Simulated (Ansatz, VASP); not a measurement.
BP in VASP and in Ansatz

File INCAR:

```
ALGO = Normal ; EDIFF = 1E-6
ENCUT = 500 ; GGA_COMPAT = False
ISIF = 2 ; ISMEAR = 0
LASPH = True ; LCHARG = False
LREAL = False ; LWAVE = False
NBANDS = 11 ; NELM = 120
PREC = Accurate ; SIGMA = 0.01
```

The input KPOINTS:

```
k-points
0
Gamma
  8 8 8
```

Contents of POSCAR:

```
BP
1.0
    0.0000000000      2.2453766344      2.2453766344
    2.2453766344      0.0000000000      2.2453766344
    2.2453766344      2.2453766344      0.0000000000
B P
1 1
Direct
    0.0000000000      0.0000000000      0.0000000000
    0.2500000000      0.2500000000      0.2500000000
```

Input for Ansatz:

```yaml
crystal:
  lattice:
    - [0.0, 2.2453766344, 2.2453766344]
    - [2.2453766344, 0.0, 2.2453766344]
    - [2.2453766344, 2.2453766344, 0.0]
  atoms:
    - { symbol: B, position: [0.0, 0.0, 0.0] }
    - { symbol: P, position: [0.25, 0.25, 0.25] }
basis:
  ecutwfc: 420
kpoints:
  mp_grid: { grid: [8, 8, 8] }
  band_path:
    path:
      - [0.0, 0.0, 0.0]
      - [0.0, 0.0, 0.0]
      - [0.4161059166, 0.4161059166, 0.0]
      - [0.5, 0.5, 0.5]
      - [0.0042883535, 0.0042883535, 0.0]
      - [-0.0042883535, -0.0042883535, 0.0]
      - [0.0049517641, 0.0049517641, 0.0049517641]
      - [-0.0049517641, -0.0049517641, -0.0049517641]
      - [0.0042883535, 0.0042883535, 0.0]
      - [-0.0042883535, -0.0042883535, 0.0]
      - [0.4203942701, 0.4203942701, 0.0]
      - [0.4118175631, 0.4118175631, 0.0]
      - [0.4161059166, 0.4203942701, 0.0042883535]
      - [0.4161059166, 0.4118175631, -0.0042883535]
      - [0.5049517641, 0.5049517641, 0.5049517641]
      - [0.4950482359, 0.4950482359, 0.4950482359]
      - [0.4969676762, 0.5030323238, 0.5]
      - [0.5030323238, 0.4969676762, 0.5]
    npoints: 1
hamiltonian:
  xc: lda
  pseudopotentials: { kind: paw, azcp: { folder: soft_1 } }
scf:
  occupations: { method: fixed }
  n_extra_bands: 5
output:
  forces: true
  stress: true
  eigenvalues: true
```

Alike in both runs: task single point; functional LDA; k mesh 8 × 8 × 8; no spin polarisation.

```csv
,VASP,Ansatz
version,VASP 6.6.1,Ansatz 0.2.0
potentials or method,"VASP PAW LDA potentials, release 64 (B, P), cutoff 500 eV","scalar-relativistic, plane waves, PAW"
occupations,"gaussian, width 0.01 eV",fixed
valence electrons in the cell,8,8
```

|  | VASP | Ansatz | Ansatz less VASP |
| --- | --- | --- | --- |
| gap on the k mesh at the Fermi level (eV) | 1.18 | 1.18 | -0.001 |
| least direct gap on the mesh (eV) | 3.43 | 3.43 | -0.003 |
| pressure (GPa) | -0.1 | 0.0 | +0.12 |

Ansatz warns that its potentials were made for another functional, while VASP's fit it. LDA's correlation is that of Perdew and Zunger in VASP and of Perdew and Wang (1992) in Ansatz.
